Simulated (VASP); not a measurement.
**MgF2: single point with LDA**

The system is MgF2.

```
Mg F
1.0
     4.55604    0.00000    0.00000
     0.00000    4.55604    0.00000
     0.00000    0.00000    3.01212
Mg F
2 4
Direct
  0.00000 0.00000 0.00000
  0.50000 0.50000 0.50000
  0.30297 0.30297 0.00000
  0.19703 0.80297 0.50000
  0.69703 0.69703 0.00000
  0.80297 0.19703 0.50000
```

```yaml
Program: VASP 6.6.1
Task: single point
Functional: LDA
Potentials_or_basis: VASP PAW LDA potentials, release 64 (Mg, F)
Cutoff: 600 eV
k_mesh: 6 × 6 × 8
Occupations: gaussian, width 0.02 eV
Spin: no spin polarisation
```

```
Pressure               : -2.0 GPa
Largest force          : 0.013 eV/Å
Band gap on the k mesh : 7.06 eV
```

Forces in eV/Å, atoms in the order of the input:
```
Mg   0.000  0.000  0.000
Mg   0.000  0.000  0.000
F   -0.009 -0.009  0.000
F    0.009 -0.009  0.000
F    0.009  0.009  0.000
F   -0.009  0.009  0.000
```

Stress tensor (GPa, compression positive):
```
-2.14  0.00  0.00
 0.00 -2.14  0.00
 0.00  0.00 -1.85
```

Levels at points of the mesh, in eV from the valence-band top:
```
           k point  band 12  band 13  band 14  band 15  band 16  band 17  band 18  band 19  band 20  band 21
(0.00, 0.00, 0.00)    -1.31    -0.76    -0.33    -0.33     0.00     7.06    12.12    12.12    13.50    14.33
(0.50, 0.00, 0.00)    -1.48    -1.04    -1.04    -0.41    -0.41     9.51     9.51    13.36    13.36    15.51
(0.50, 0.50, 0.00)    -1.37    -1.01    -1.01    -0.85    -0.85    11.22    11.22    11.32    11.32    17.29
(0.00, 0.00, 0.50)    -1.52    -1.28    -1.28    -0.93    -0.93    11.83    11.83    14.81    14.81    15.22
(0.50, 0.00, 0.50)    -1.47    -0.79    -0.79    -0.72    -0.72    12.69    12.69    13.49    13.49    15.63
(0.50, 0.50, 0.50)    -1.48    -0.66    -0.66    -0.51    -0.51    13.12    13.12    13.40    13.40    14.53
```

It took 2 min on 1 thread of Intel Xeon 8259CL, on a shared host, peak memory 0.2 GiB.

A k mesh can miss the band edges.
